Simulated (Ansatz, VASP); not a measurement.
**Two plane-wave programs on Ge**

```xyz
8
Lattice="-3.4842 3.4842 3.4842 3.4842 -3.4842 3.4842 3.4842 3.4842 -3.4842" Properties=species:S:1:pos:R:3 pbc="T T T"
Ge    1.0414    4.5256   -1.0414
Ge   -1.0414    1.0414    4.5256
Ge    4.5256   -1.0414    1.0414
Ge    2.4428    2.4428    2.4428
Ge   -1.0414    2.4428    1.0414
Ge    1.0414   -1.0414    2.4428
Ge    2.4428    1.0414   -1.0414
Ge    1.0414    1.0414    1.0414
```

Alike in both runs: task single point; functional PBE; k mesh 4 × 4 × 4; occupations gaussian, width 0.1 eV; no spin polarisation.

```csv
,VASP,Ansatz
version,VASP 6.6.1,Ansatz 0.2.0
potentials or method,"VASP PAW PBE potentials, release 64 (Ge_d), cutoff 520 eV","scalar-relativistic, plane waves, PAW"
valence electrons in the cell,112,112
```

|  | VASP | Ansatz | Ansatz less VASP |
| --- | --- | --- | --- |
| gap on the k mesh at the Fermi level (eV) | none | none | - |
| pressure (GPa) | 2.8 | 2.9 | +0.04 |
| rms of the force components (eV/Å) | 0.135 | 0.137 | +0.0019 |

Atom by atom the forces differ by 0.002 eV/Å (rms over components). A gap of «none» marks a metal or a gap that the smearing closes. With one functional, cell and mesh, what is left measures potentials, basis and numerics.
